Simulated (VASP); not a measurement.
# HfC (Immm) in VASP: further runs

The runs below take HfC through single point, with PBEsol.

Program: VASP 6.6.1. These are calculated values, not measurements. Logs are shortened: lines on timing, memory, paths and dates and some standing lists are left out, and cuts for length are marked.

### 1 The cell of the first run

It takes space group Immm (No. 71, orthorhombic). The conventional cell has a = 3.041 Å, b = 3.535 Å, c = 4.650 Å, α = 90.00°, β = 90.00°, γ = 90.00°. Hf (site symmetry mmm) has 6 C at 2.33 Å and 2 Hf at 3.04 Å within 3.1 Å. C (site symmetry mmm) has 6 Hf at 2.33 Å and 2 C at 3.04 Å within 3.1 Å.

### 2 Single point, PBEsol (strain -0.1500 x Voigt [0, 0, 0, 0, 1, 0])

The input, INCAR:

```
  ALGO = Normal
  EDIFF = 1E-7
  ENCUT = 520
  GGA = PS
  ISIF = 2
  ISMEAR = 0
  LASPH = True
  LCHARG = True
  LELF = True
  LREAL = False
  LVHAR = True
  LWAVE = False
  NBANDS = 14
  NELM = 100
  PREC = Accurate
  SIGMA = 0.15
```

The input, KPOINTS:

```
k-points
0
Gamma
  18 18 18
```

The input, POSCAR:

```
HfC
1.0
   -0.1743750000      2.3250000000      2.3250000000
    2.1506250000      0.0000000000      2.1506250000
    2.3250000000      2.3250000000     -0.1743750000
Hf C
1 1
Direct
    0.5000000000      0.5000000000      0.5000000000
    0.0000000000      0.0000000000      0.0000000000
```

Potentials or basis: VASP PAW PBE potentials, release 64 (Hf_pv, C).

On the command line:

```
> cat potpaw_PBE.64/Hf_pv/POTCAR potpaw_PBE.64/C/POTCAR > POTCAR
> mpirun -np 1 vasp_std > vasp.out
```

OUTCAR:

```text
EDIFF = 1E-7
   ENCUT = 520
   GGA = PS
   ISIF = 2
   ISMEAR = 0
   LASPH = True
   LREAL = False
   NELM = 100
   PREC = Accurate

 ion  position               nearest neighbor table
   1  0.500  0.500  0.500-   2 2.33   2 2.33   2 2.33   2 2.33   2 2.33   2 2.33
   2  0.000  0.000  0.000-   1 2.33   1 2.33   1 2.33   1 2.33   1 2.33   1 2.33

  LATTYP: Found a body centered orthorhombic cell.
 ALAT       =     3.0414430426
 B/A-ratio  =     1.1621621622
 C/A-ratio  =     1.5288795269

  Lattice vectors:

 A1 = (   2.3250000000,  -2.3250000000,  -0.1743750000)
 A2 = (  -2.3250000000,  -2.3250000000,   0.1743750000)
 A3 = (   0.1743750000,   2.3250000000,  -2.3250000000)

Analysis of symmetry for initial positions (statically):
=====================================================================
 Subroutine PRICEL returns:
 Original cell was already a primitive cell.

 Routine SETGRP: Setting up the symmetry group for a
 body centered orthorhombic supercell.

 Subroutine GETGRP returns: Found  8 space group operations
 (whereof  8 operations were pure point group operations)
 out of a pool of  8 trial point group operations.

The static configuration has the point symmetry D_2h.

Analysis of symmetry for dynamics (positions and initial velocities):
=====================================================================
 Subroutine PRICEL returns:
 Original cell was already a primitive cell.

 Routine SETGRP: Setting up the symmetry group for a
 body centered orthorhombic supercell.

 Subroutine GETGRP returns: Found  8 space group operations
 (whereof  8 operations were pure point group operations)
 out of a pool of  8 trial point group operations.

The dynamic configuration has the point symmetry D_2h.

 Subroutine INISYM returns: Found  8 space group operations
 (whereof  8 operations are pure point group operations),
 and found     1 'primitive' translations

----------------------------------------------------------------------------------------

                                     Primitive cell

  volume of cell :      24.9948

  direct lattice vectors                    reciprocal lattice vectors
    -0.174375000  2.325000000  2.325000000    -0.200050013  0.215053763  0.200050013
     2.150625000  0.000000000  2.150625000     0.232490555 -0.215053763  0.232490555
     2.325000000  2.325000000 -0.174375000     0.200050013  0.215053763 -0.200050013

  length of vectors
[... 87 lines left out ...]
   NFREE  =      0    steps in history (QN), initial steepest desc. (CG)
   ISIF   =      2    stress and relaxation
   ISYM   =      2    0-nonsym 1-usesym 2-fastsym
   POTIM  = 0.5000    time-step for ionic-motion
   TEBEG  =    0.0;   TEEND  =   0.0 temperature during run
   PSTRESS=    0.0 pullay stress
   NELECT =      14.0000    total number of electrons
   NUPDOWN=      -1.0000    fix difference up-down
   EMIN   =  10.00;   EMAX   =-10.00  energy-range for DOS
   EFERMI =   0.00;   METHOD = LEGACY
   ISMEAR =     0;   SIGMA  =   0.15  broadening in eV -4-tet -1-fermi 0-gaus
   EFERMI_NEDOS =   21; number of points for ismear=-14 and -15
   IALGO  =     38    algorithm
   IMIX   =      4    mixing-type and parameters
     AMIX     =   0.40;   BMIX     =  1.00
     AMIX_MAG =   1.60;   BMIX_MAG =  1.00
  volume/ion in A,a.u.               =      12.50        84.34
  Fermi-wavevector in a.u.,A,eV,Ry     =   1.349484  2.550155 24.777675  1.821108
  Thomas-Fermi vector in A             =   2.477067
   LORBIT       =      0    0 simple, 1 ext, 2 COOP (PROOUT), +10 PAW based schemes
   GGA     = PS    functional components
   LHFCALC =     F    Hartree Fock is set to
   AEXX    =    0.0000 exact exchange contribution
   IVDW    =     0    specifies the selected vdW correction
   LEPSILON=     F    determine dielectric tensor
   LRPA    =     F    only Hartree local field effects (RPA)
 non-spin polarized calculation
 Gauss-broadening in eV      SIGMA  =   0.15
  energy-cutoff  :      520.00
  volume of cell :       24.99
 maximum number of plane-waves:       696
   NGX = 13   NGY = 11   NGZ = 13

 number of electron      14.0000001 magnetization

 Free energy of the ion-electron system (eV)
  ---------------------------------------------------
  ext. energy  EPLUGINS =         0.00000000
  ---------------------------------------------------
  free energy    TOTEN  =       -21.89112876 eV

  energy without entropy =      -21.88784826  energy(sigma->0) =      -21.88948851

 E-fermi :   5.9652     XC(G=0): -12.4559

 val. band max:        5.9562739984   @ k =  -0.4444   0.0000   0.3889
 cond. band min:       5.9654507118   @ k =   0.3333   0.4444  -0.0000
 fundamental gap:      0.0091767134
 Fermi energy:         5.9651649445

 k-point     1 :       0.0000    0.0000    0.0000
  band No.  band energies     occupation
      1     -23.6905      2.00000
      2     -23.6484      2.00000
      3     -23.5445      2.00000
      4      -6.4673      2.00000
      5       6.2121      0.01992
      6       6.4793      0.00000
      7       6.6307      0.00000
      8       6.7905      0.00000
      9       7.5199      0.00000
     10       8.3912      0.00000
     11       9.4045      0.00000
     12       9.5058      0.00000
     13      13.0980      0.00000
     14      17.0416      0.00000
[... 377 lines left out ...]
      1     -24.0878      2.00000
      2     -23.6730      2.00000
      3     -23.6113      2.00000
      4      -4.5905      2.00000
      5       1.6911      2.00000
      6       3.5050      2.00000
      7       4.7244      2.00000
      8       8.2941      0.00000
      9       9.3511      0.00000
     10      10.5939      0.00000
     11      13.2902      0.00000
     12      14.8855      0.00000
     13      15.1698      0.00000
     14      19.2694      0.00000

 [... further k-points ...]
[... 5 lines left out ...]
  --------------------------------------------------------------------------------------
  -------------------------------------------------------------------------------------
  Total       -0.7180367     -1.2012889     -0.7180367     -0.0000000      0.0000000      3.8531558
  in kB      -46.0265221    -77.0032346    -46.0265221     -0.0000000      0.0000000    246.9892731
  external PRESSURE =     -56.3520929 kB  Pullay stress =       0.0000000 kB

 VOLUME and BASIS-vectors are now :
 -----------------------------------------------------------------------------
  energy-cutoff  :      520.00
  volume of cell :       24.99
      direct lattice vectors                 reciprocal lattice vectors
    -0.174375000  2.325000000  2.325000000    -0.200050013  0.215053763  0.200050013
     2.150625000  0.000000000  2.150625000     0.232490555 -0.215053763  0.232490555
     2.325000000  2.325000000 -0.174375000     0.200050013  0.215053763 -0.200050013

 POSITION                                       TOTAL-FORCE (eV/Angst)
 -----------------------------------------------------------------------------------
      2.15062      2.32500      2.15062        -0.000000      0.000000      0.000000
      0.00000      0.00000      0.00000         0.000000      0.000000     -0.000000
 -----------------------------------------------------------------------------------
    total drift:                                0.000000     -0.000000      0.000000

  FREE ENERGIE OF THE ION-ELECTRON SYSTEM (eV)
  ---------------------------------------------------
  free  energy   TOTEN  =       -21.8911287632 eV

  energy  without entropy=      -21.8878482633  energy(sigma->0) =      -21.88948851
```

stdout:

```text
POSCAR found type information on POSCAR HfC
 POSCAR found :  2 types and       2 ions
 scaLAPACK will be used
 -----------------------------------------------------------------------------
|                                                                             |
|                                                                             |
|     You enforced a specific xc type in the INCAR file but a different       |
|     I HOPE YOU KNOW WHAT YOU ARE DOING!                                     |
|                                                                             |
 -----------------------------------------------------------------------------

 LDA part: xc-table for (Slater+PW92), standard interpolation
 POSCAR, INCAR and KPOINTS ok, starting setup
 FFT: planning ... GRIDC
 FFT: planning ... GRID_SOFT
 FFT: planning ... GRID
 WAVECAR not read
 entering main loop
```

Wall time 2.9 min (1 thread of Intel Xeon Platinum 8259CL at 2.50GHz (Skylake/Cascade Lake), shared host); peak memory 0.41 GiB.

Results:

```
Free energy            : -21.8911 eV
Pressure               : -5.6 GPa
Band gap on the k mesh : zero (band 7 reaches 6.92 eV, above the bottom of band 8 at 5.56 eV)
```

Levels at points of the mesh, in eV from the Fermi level:
| k point | band 4 | band 5 | band 6 | band 7 | band 8 | band 9 | band 10 | band 11 |
| --- | --- | --- | --- | --- | --- | --- | --- | --- |
| (0.00, 0.00, 0.00) | -12.43 | 0.25 | 0.51 | 0.67 | 0.83 | 1.55 | 2.43 | 3.44 |
| (0.50, 0.00, 0.00) | -8.87 | -6.43 | -3.22 | -1.91 | 3.25 | 5.71 | 6.02 | 6.93 |
| (0.00, 0.50, 0.00) | -8.33 | -6.17 | -3.95 | -2.96 | 4.70 | 4.88 | 6.17 | 7.55 |
| (0.50, 0.50, 0.00) | -10.39 | -2.74 | -1.96 | -0.19 | -0.14 | 4.71 | 6.18 | 6.45 |
| (0.50, 0.00, 0.50) | -10.53 | -2.72 | -2.08 | -0.87 | 0.69 | 5.42 | 6.67 | 6.72 |

Caveat: the cell differs from its parent crystal (strain -0.1500 x Voigt [0, 0, 0, 0, 1, 0]); the PAW data sets were made with another functional, which shifts forces and pressure a little; spin-orbit coupling is left out, which moves the levels of the heavy elements.

### 3 Single point, PBEsol (strain +0.1312 x Voigt [0, 0, 0, 0, 1, 0])

The input, INCAR:

```
PREC     = Accurate       # precision mode
ENCUT    = 520            # plane-wave cutoff, eV
EDIFF    = 1E-7           # SCF threshold, eV
ISMEAR   = 0              # smearing method
SIGMA    = 0.15           # smearing width, eV
LREAL    = F              # projectors in reciprocal space
LASPH    = T              # aspherical terms in the spheres
NELM     = 80             # most SCF steps
ALGO     = Normal         # electronic algorithm
ISIF     = 2              # what is computed and relaxed
LWAVE    = F              # write WAVECAR
LCHARG   = F              # write CHGCAR
GGA      = PS             # functional
NBANDS   = 14             # bands
```

The input, KPOINTS:

```
Automatic mesh
0
Gamma
  18 18 18
```

The input, POSCAR:

```
HfC
1.0
    0.1525200000      2.3250000000      2.3250000000
    2.4775200000      0.0000000000      2.4775200000
    2.3250000000      2.3250000000      0.1525200000
Hf C
1 1
Direct
    0.5000000000      0.5000000000      0.5000000000
    0.0000000000      0.0000000000      0.0000000000
```

Potentials or basis: VASP PAW PBE potentials, release 64 (Hf_pv, C).

On the command line:

```
> cat potpaw_PBE.64/Hf_pv/POTCAR potpaw_PBE.64/C/POTCAR > POTCAR
> mpirun -np 1 vasp_std > vasp.out
```

It took 3.7 min on 1 thread of Intel Xeon Platinum 8259CL at 2.50GHz (Skylake/Cascade Lake), shared host; peak memory 0.42 GiB.

The run converged. Its results:

```yaml
Free_energy: -21.9587 eV
Pressure: -6.0 GPa
Band_gap_on_the_k_mesh: zero (band 7 reaches 6.98 eV, above the bottom of band 8 at 5.57 eV)
```

Stress tensor (GPa, compression positive):
```
 -5.21   0.00 -21.78
  0.00  -7.47   0.00
-21.78   0.00  -5.21
```

Levels at points of the mesh, in eV from the Fermi level:
| k point | band 5 | band 6 | band 7 | band 8 | band 9 | band 10 |
| --- | --- | --- | --- | --- | --- | --- |
| (0.00, 0.00, 0.00) | 0.38 | 0.57 | 0.80 | 0.86 | 1.48 | 2.28 |
| (0.50, 0.00, 0.00) | -6.17 | -3.84 | -2.97 | 4.82 | 4.93 | 6.19 |
| (0.00, 0.50, 0.00) | -6.39 | -3.19 | -2.06 | 3.52 | 5.64 | 5.99 |
| (0.50, 0.50, 0.00) | -2.71 | -1.93 | -0.17 | -0.13 | 4.83 | 6.26 |
| (0.50, 0.00, 0.50) | -2.69 | -2.03 | -0.77 | 0.58 | 5.38 | 6.66 |

Caveat: the cell differs from its parent crystal (strain +0.1312 x Voigt [0, 0, 0, 0, 1, 0]); the PAW data sets were made with another functional, which shifts forces and pressure a little; spin-orbit coupling is left out, which moves the levels of the heavy elements.

### 4 Single point, PBEsol (strain +0.1125 x Voigt [0, 0, 0, 0, 1, 0])

The input, INCAR:

```
SYSTEM = HfC
PREC = Accurate
ENCUT = 520
EDIFF = 1E-7
ISMEAR = 0
SIGMA = 0.15
LREAL = .False.
LASPH = .True.
NELM = 80
ALGO = Normal
ISIF = 2
LWAVE = .False.
LCHARG = .False.
GGA = PS
NBANDS = 14
```

The input, KPOINTS:

```
regular mesh
0
Gamma
  18 18 18
  0 0 0
```

The input, POSCAR:

```
HfC
1.0
    0.1307812500      2.3250000000      2.3250000000
    2.4557812500      0.0000000000      2.4557812500
    2.3250000000      2.3250000000      0.1307812500
Hf C
1 1
Direct
    0.5000000000      0.5000000000      0.5000000000
    0.0000000000      0.0000000000      0.0000000000
```

On the command line:

```
> cat potpaw_PBE.64/Hf_pv/POTCAR potpaw_PBE.64/C/POTCAR > POTCAR
> mpirun -np 1 vasp_std > vasp.out
```

Run time: 3.3 min. Hardware: 1 thread of Intel Xeon Platinum 8259CL at 2.50GHz (Skylake/Cascade Lake), shared host; peak memory 0.42 GiB.

It converged, with:

```yaml
Free_energy: -22.0173 eV
Pressure: -6.2 GPa
Band_gap_on_the_k_mesh: zero (band 7 reaches 6.94 eV, above the bottom of band 8 at 5.55 eV)
```

Stress tensor (GPa, compression positive):
```
 -5.71   0.00 -18.82
  0.00  -7.31   0.00
-18.82   0.00  -5.71
```

Levels at points of the mesh, in eV from the Fermi level:
| k point | band 4 | band 5 | band 6 | band 7 | band 8 | band 9 | band 10 | band 11 |
| --- | --- | --- | --- | --- | --- | --- | --- | --- |
| (0.00, 0.00, 0.00) | -12.38 | 0.52 | 0.63 | 0.90 | 0.93 | 1.41 | 2.14 | 3.41 |
| (0.50, 0.00, 0.00) | -8.36 | -6.16 | -3.73 | -2.96 | 4.94 | 4.98 | 6.23 | 7.04 |
| (0.00, 0.50, 0.00) | -8.76 | -6.35 | -3.15 | -2.20 | 3.79 | 5.59 | 5.97 | 6.82 |
| (0.50, 0.50, 0.00) | -10.39 | -2.68 | -1.91 | -0.15 | -0.12 | 4.94 | 6.34 | 6.56 |
| (0.50, 0.00, 0.50) | -10.47 | -2.67 | -1.98 | -0.68 | 0.48 | 5.35 | 6.67 | 6.73 |

Caveat: the cell differs from its parent crystal (strain +0.1125 x Voigt [0, 0, 0, 0, 1, 0]); the PAW data sets were made with another functional, which shifts forces and pressure a little; spin-orbit coupling is left out, which moves the levels of the heavy elements.

(Part 1 of 2 ends here.)
